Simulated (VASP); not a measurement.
A run of VASP 6.6.1 is set up as follows.

INCAR

```
SYSTEM = Ge
ALGO = Normal
EDIFF = 1E-7
ENCUT = 520
GGA = PE
ISIF = 2
ISMEAR = -1
LASPH = .True.
LCHARG = .False.
LREAL = .False.
LWAVE = .False.
NBANDS = 21
NELM = 60
PREC = Accurate
SIGMA = 0.1
```

The input KPOINTS:

```
k-points
0
Gamma
  17 17 17
  0 0 0
```

The input POSCAR:

```
Ge
1.0
   -2.4207622261      2.4207622261      1.3181149128
    2.4207622261     -2.4207622261      1.3181149128
    2.4207622261      2.4207622261     -1.3181149128
Ge
2
Direct
   -0.3750000000     -0.1250000000     -0.2500000000
    0.3750000000      0.1250000000      0.2500000000
```

Potentials or basis: VASP PAW PBE potentials, release 64 (Ge_d).

Launch:

```bash
$ cat potpaw_PBE.64/Ge_d/POTCAR > POTCAR
$ mpirun -np 1 vasp_std > vasp.out
```

Problem. Estimate the pressure.

Solution. 25.5 GPa.

Problem. Predict the band gap on the k mesh.

Solution. Zero (bands 14 and 15 overlap by 6.51 eV).

Caveat: the cell stands under pressure.
